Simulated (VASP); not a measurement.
# BN (P4_2/mnm) in VASP: single point with LDA

Aim: the single point of BN with LDA.

Program: VASP 6.6.1. These are calculated values, not measurements. Logs are shortened: lines on timing, memory, paths and dates and some standing lists are left out, and cuts for length are marked.

### Step 1. The cell of the first run

It takes space group P4_2/mnm (No. 136, tetragonal). Conventional cell: a = 4.424 Å, b = 4.424 Å, c = 2.550 Å, α = 90.00°, β = 90.00°, γ = 90.00°. B (site symmetry m2m) has 4 N at 1.54 to 1.60 Å and 1 B at 2.18 Å within 2.2 Å. N (site symmetry m2m) has 4 B at 1.54 to 1.60 Å within 2.1 Å.

### Step 2. Single point, LDA

The input, INCAR:

```
SYSTEM = BN
PREC     = Accurate       ! precision mode
ENCUT    = 520            ! plane-wave cutoff, eV
EDIFF    = 1E-6           ! SCF threshold, eV
ISMEAR   = 0              ! smearing method
SIGMA    = 0.01           ! smearing width, eV
LREAL    = .False.        ! projectors in reciprocal space
LASPH    = .True.         ! aspherical terms in the spheres
NELM     = 60             ! most SCF steps
ALGO     = Normal         ! electronic algorithm
ISIF     = 2              ! what is computed and relaxed
LWAVE    = .False.        ! write WAVECAR
LCHARG   = .True.         ! write CHGCAR
GGA      = CA             ! functional
LELF     = .True.         ! ELF
LVHAR    = .True.       
NBANDS   = 26             ! bands
```

The input, KPOINTS:

```
regular mesh
0
Gamma
  4 4 7
  0 0 0
```

The input, POSCAR:

```
BN
1.0
    4.4242200000      0.0000000000      0.0000000000
    0.0000000000      4.4242200000      0.0000000000
    0.0000000000      0.0000000000      2.5503600000
B N
4 4
Direct
    0.1742800000      0.8257200000      0.5000000000
    0.3257200000      0.3257200000      0.0000000000
    0.6742800000      0.6742800000      0.0000000000
    0.8257200000      0.1742800000      0.5000000000
    0.8126000000      0.8126000000      0.5000000000
    0.3126000000      0.6874000000      0.0000000000
    0.6874000000      0.3126000000      0.0000000000
    0.1874000000      0.1874000000      0.5000000000
```

Potentials or basis: VASP PAW LDA potentials, release 64 (B, N).

Command:

```
$ cat potpaw_LDA.64/B/POTCAR potpaw_LDA.64/N/POTCAR > POTCAR
$ mpirun -np 1 vasp_std > vasp.out
```

OUTCAR:

```text
SYSTEM = BN
   PREC = Accurate
   ENCUT = 520
   EDIFF = 1E-6
   ISMEAR = 0
   LREAL = .False.
   LASPH = .True.
   NELM = 60
   ISIF = 2
   GGA = CA

 ion  position               nearest neighbor table
   1  0.174  0.826  0.500-   6 1.54   6 1.54   8 1.60   5 1.60
   2  0.326  0.326  0.000-   8 1.54   8 1.54   6 1.60   7 1.60
   3  0.674  0.674  0.000-   5 1.54   5 1.54   7 1.60   6 1.60
   4  0.826  0.174  0.500-   7 1.54   7 1.54   8 1.60   5 1.60
   5  0.813  0.813  0.500-   3 1.54   3 1.54   4 1.60   1 1.60
   6  0.313  0.687  0.000-   1 1.54   1 1.54   3 1.60   2 1.60
   7  0.687  0.313  0.000-   4 1.54   4 1.54   2 1.60   3 1.60
   8  0.187  0.187  0.500-   2 1.54   2 1.54   4 1.60   1 1.60

  LATTYP: Found a simple tetragonal cell.
 ALAT       =     4.4242200000
 C/A-ratio  =     0.5764541546

  Lattice vectors:

 A1 = (   4.4242200000,   0.0000000000,   0.0000000000)
 A2 = (   0.0000000000,   4.4242200000,   0.0000000000)
 A3 = (   0.0000000000,   0.0000000000,   2.5503600000)

Analysis of symmetry for initial positions (statically):
=====================================================================
 Subroutine PRICEL returns:
 Original cell was already a primitive cell.

 Routine SETGRP: Setting up the symmetry group for a
 simple tetragonal supercell.

 Subroutine GETGRP returns: Found 16 space group operations
 (whereof  8 operations were pure point group operations)
 out of a pool of 16 trial point group operations.

The static configuration has the point symmetry D_2h.
 The point group associated with its full space group is D_4h.

Analysis of symmetry for dynamics (positions and initial velocities):
=====================================================================
 Subroutine PRICEL returns:
 Original cell was already a primitive cell.

 Routine SETGRP: Setting up the symmetry group for a
 simple tetragonal supercell.

 Subroutine GETGRP returns: Found 16 space group operations
 (whereof  8 operations were pure point group operations)
 out of a pool of 16 trial point group operations.

The dynamic configuration has the point symmetry D_2h.
 The point group associated with its full space group is D_4h.

 Subroutine INISYM returns: Found 16 space group operations
 (whereof  8 operations are pure point group operations),
 and found     1 'primitive' translations

----------------------------------------------------------------------------------------

                                     Primitive cell

  volume of cell :      49.9200

  direct lattice vectors                    reciprocal lattice vectors
     4.424220000  0.000000000  0.000000000     0.226028543  0.000000000  0.000000000
     0.000000000  4.424220000  0.000000000     0.000000000  0.226028543  0.000000000
     0.000000000  0.000000000  2.550360000     0.000000000  0.000000000  0.392101507

  length of vectors
     4.424220000  4.424220000  2.550360000     0.226028543  0.226028543  0.392101507

  position of ions in fractional coordinates (direct lattice)
     0.174280000  0.825720000  0.500000000
     0.325720000  0.325720000  0.000000000
     0.674280000  0.674280000  0.000000000
     0.825720000  0.174280000  0.500000000
     0.812600000  0.812600000  0.500000000
     0.312600000  0.687400000  0.000000000
     0.687400000  0.312600000  0.000000000
     0.187400000  0.187400000  0.500000000

  ion indices of the primitive-cell ions
   primitive index   ion index
                 1           1
                 2           2
                 3           3
                 4           4
                 5           5
                 6           6
                 7           7
                 8           8

----------------------------------------------------------------------------------------

 KPOINTS: regular mesh

Automatic generation of k-mesh.
 Grid dimensions read from file:
 generate k-points for:    4    4    7

 Generating k-lattice:

  Cartesian coordinates                     Fractional coordinates (reciprocal lattice)
     0.056507136  0.000000000  0.000000000     0.250000000  0.000000000  0.000000000
     0.000000000  0.056507136  0.000000000     0.000000000  0.250000000  0.000000000
     0.000000000  0.000000000  0.056014501     0.000000000  0.000000000  0.142857143

  Length of vectors
     0.056507136  0.056507136  0.056014501

  Shift w.r.t. Gamma in fractional coordinates (k-lattice)
     0.000000000  0.000000000  0.000000000

 Subroutine IBZKPT returns following result:
 ===========================================

 Found     24 irreducible k-points:

 Following reciprocal coordinates:
            Coordinates               Weight
  0.000000  0.000000  0.000000      1.000000
  0.250000  0.000000  0.000000      4.000000
  0.500000  0.000000  0.000000      2.000000
  0.250000  0.250000  0.000000      4.000000
  0.500000  0.250000  0.000000      4.000000
  0.500000  0.500000  0.000000      1.000000
[... 16 lines left out ...]
  0.500000  0.250000  0.428571      8.000000
  0.500000  0.500000  0.428571      2.000000
   k-points           NKPTS =     24   k-points in BZ     NKDIM =     24   number of bands    NBANDS=     26
   number of dos      NEDOS =    301   number of ions     NIONS =      8
   total plane-waves  NPLWV =  25920
   dimension x,y,z NGX =    36 NGY =   36 NGZ =   20
   dimension x,y,z NGXF=    72 NGYF=   72 NGZF=   40
   ions per type =               4   4
   NGX,Y,Z   is equivalent  to a cutoff of  13.53, 13.53, 13.04 a.u.
   NGXF,Y,Z  is equivalent  to a cutoff of  27.05, 27.05, 26.07 a.u.
 SYSTEM =  BN
   PREC   = accura    normal or accurate (medium, high low for compatibility)
   ISTART =      0    job   : 0-new  1-cont  2-samecut
   ICHARG =      2    charge: 1-file 2-atom 10-const
   ISPIN  =      1    spin polarized calculation?
   LNONCOLLINEAR =      F non collinear calculations
   LSORBIT =      F    spin-orbit coupling
   LASPH  =      T    aspherical Exc in radial PAW
   ENCUT  =  520.0 eV  38.22 Ry    6.18 a.u.   8.23  8.23  4.74*2*pi/ulx,y,z
   NELM   =     60;   NELMIN=  2; NELMDL= -5     # of ELM steps
   EDIFF  = 0.1E-05   stopping-criterion for ELM
   LREAL  =      F    real-space projection
   EDIFFG = 0.1E-04   stopping-criterion for IOM
   NSW    =      0    number of steps for IOM
   IBRION =     -1    ionic relax: 0-MD 1-quasi-New 2-CG
   NFREE  =      0    steps in history (QN), initial steepest desc. (CG)
   ISIF   =      2    stress and relaxation
   ISYM   =      2    0-nonsym 1-usesym 2-fastsym
   POTIM  = 0.5000    time-step for ionic-motion
   TEBEG  =    0.0;   TEEND  =   0.0 temperature during run
   PSTRESS=    0.0 pullay stress
   NELECT =      32.0000    total number of electrons
   NUPDOWN=      -1.0000    fix difference up-down
   EMIN   =  10.00;   EMAX   =-10.00  energy-range for DOS
   EFERMI =   0.00;   METHOD = LEGACY
   ISMEAR =     0;   SIGMA  =   0.01  broadening in eV -4-tet -1-fermi 0-gaus
   EFERMI_NEDOS =   21; number of points for ismear=-14 and -15
   IALGO  =     38    algorithm
   IMIX   =      4    mixing-type and parameters
     AMIX     =   0.40;   BMIX     =  1.00
     AMIX_MAG =   1.60;   BMIX_MAG =  1.00
  volume/ion in A,a.u.               =       6.24        42.11
  Fermi-wavevector in a.u.,A,eV,Ry     =   1.411562  2.667465 27.109694  1.992506
  Thomas-Fermi vector in A             =   2.533400
   LORBIT       =      0    0 simple, 1 ext, 2 COOP (PROOUT), +10 PAW based schemes
   GGA     = CA    functional components
   LHFCALC =     F    Hartree Fock is set to
   AEXX    =    0.0000 exact exchange contribution
   IVDW    =     0    specifies the selected vdW correction
   LEPSILON=     F    determine dielectric tensor
   LRPA    =     F    only Hartree local field effects (RPA)
 non-spin polarized calculation
 Gauss-broadening in eV      SIGMA  =   0.01
  energy-cutoff  :      520.00
  volume of cell :       49.92
 maximum number of plane-waves:      1362
 NGX is ok and might be reduce to    36
   NGX = 17   NGY = 17   NGZ =  9

 number of electron      31.9999991 magnetization

 Free energy of the ion-electron system (eV)
  ---------------------------------------------------
  ext. energy  EPLUGINS =         0.00000000
  ---------------------------------------------------
  free energy    TOTEN  =       -76.62957190 eV

  energy without entropy =      -76.62957190  energy(sigma->0) =      -76.62957190

 E-fermi :   6.8981     XC(G=0): -12.7547

 val. band max:        6.7685892768   @ k =   0.0000   0.0000   0.0000
 cond. band min:      11.3735281115   @ k =   0.0000   0.0000   0.2857
 fundamental gap:      4.6049388348
 Fermi energy:         6.8980575031

 k-point     1 :       0.0000    0.0000    0.0000
  band No.  band energies     occupation
      1     -13.0570      2.00000
      2      -9.0096      2.00000
      3      -9.0096      2.00000
      4      -8.7962      2.00000
      5      -2.9250      2.00000
      6      -2.4180      2.00000
[... 18 lines left out ...]
     25      17.0355      0.00000
     26      19.4400      0.00000

 k-point     2 :       0.2500    0.0000    0.0000
  band No.  band energies     occupation
      1     -12.7347      2.00000
      2     -10.3903      2.00000
      3      -8.8097      2.00000
      4      -8.1366      2.00000
      5      -3.2578      2.00000
      6      -1.6444      2.00000
[... 18 lines left out ...]
     25      18.0977      0.00000
     26      18.5698      0.00000

 k-point     3 :       0.5000    0.0000    0.0000
  band No.  band energies     occupation
      1     -11.8001      2.00000
      2     -11.8001      2.00000
      3      -8.3426      2.00000
      4      -8.3426      2.00000
      5      -2.9252      2.00000
      6      -2.9252      2.00000
[... 572 lines left out ...]
 k-point    23 :       0.5000    0.2500    0.4286
  band No.  band energies     occupation
      1      -9.3822      2.00000
      2      -9.3822      2.00000
      3      -7.7797      2.00000
      4      -7.7797      2.00000
      5      -2.8873      2.00000
      6      -2.8873      2.00000
[... 18 lines left out ...]
     25      19.5031      0.00000
     26      19.5031      0.00000

 k-point    24 :       0.5000    0.5000    0.4286
  band No.  band energies     occupation
      1      -9.2228      2.00000
      2      -9.2228      2.00000
      3      -7.9040      2.00000
      4      -7.9040      2.00000
      5      -3.1779      2.00000
      6      -3.1779      2.00000
[... 18 lines left out ...]
     25      20.8273      0.00000
     26      20.8273      0.00000

------------------------ aborting loop because EDIFF is reached ----------------------------------------

  FORCE on cell =-STRESS in cart. coord.  units (eV):
  Direction    XX          YY          ZZ          XY          YZ          ZX
  --------------------------------------------------------------------------------------
  -------------------------------------------------------------------------------------
  Total       -3.7781810     -3.7781810     -3.9981464     -0.0000000      0.0000000      0.0000000
  in kB     -121.2602401   -121.2602401   -128.3200022     -0.0000000      0.0000000      0.0000000
  external PRESSURE =    -123.6134941 kB  Pullay stress =       0.0000000 kB

 VOLUME and BASIS-vectors are now :
 -----------------------------------------------------------------------------
  energy-cutoff  :      520.00
  volume of cell :       49.92
      direct lattice vectors                 reciprocal lattice vectors
     4.424220000  0.000000000  0.000000000     0.226028543  0.000000000  0.000000000
     0.000000000  4.424220000  0.000000000     0.000000000  0.226028543  0.000000000
     0.000000000  0.000000000  2.550360000     0.000000000  0.000000000  0.392101507

 POSITION                                       TOTAL-FORCE (eV/Angst)
 -----------------------------------------------------------------------------------
      0.77105      3.65317      1.27518         0.002717     -0.002717     -0.000000
      1.44106      1.44106      0.00000        -0.002717     -0.002717     -0.000000
      2.98316      2.98316      0.00000         0.002717      0.002717      0.000000
      3.65317      0.77105      1.27518        -0.002717      0.002717     -0.000000
      3.59512      3.59512      1.27518         0.019916      0.019916     -0.000000
      1.38301      3.04121      0.00000         0.019916     -0.019916     -0.000000
      3.04121      1.38301      0.00000        -0.019916      0.019916     -0.000000
      0.82910      0.82910      1.27518        -0.019916     -0.019916     -0.000000
 -----------------------------------------------------------------------------------
    total drift:                                0.000000      0.000000     -0.000000

  FREE ENERGIE OF THE ION-ELECTRON SYSTEM (eV)
  ---------------------------------------------------
  free  energy   TOTEN  =       -76.6295719034 eV

  energy  without entropy=      -76.6295719034  energy(sigma->0) =      -76.62957190
```

Wall time 30 s (1 thread of Intel Xeon Platinum 8488C (Sapphire Rapids), shared host); peak memory 0.15 GiB.

Results:

```
Free energy            : -76.6296 eV
Pressure               : -12.4 GPa
Largest force          : 0.028 eV/Å
Band gap on the k mesh : 4.60 eV (least direct gap 5.97 eV)
```

Forces in eV/Å, atoms in the order of the input:
```
B    0.003 -0.003  0.000
B   -0.003 -0.003  0.000
B    0.003  0.003  0.000
B   -0.003  0.003  0.000
N    0.020  0.020  0.000
N    0.020 -0.020  0.000
N   -0.020  0.020  0.000
N   -0.020 -0.020  0.000
```

Caveat: the cell stands under tension; an odd mesh through Γ misses points on the zone boundary, where band edges can lie.
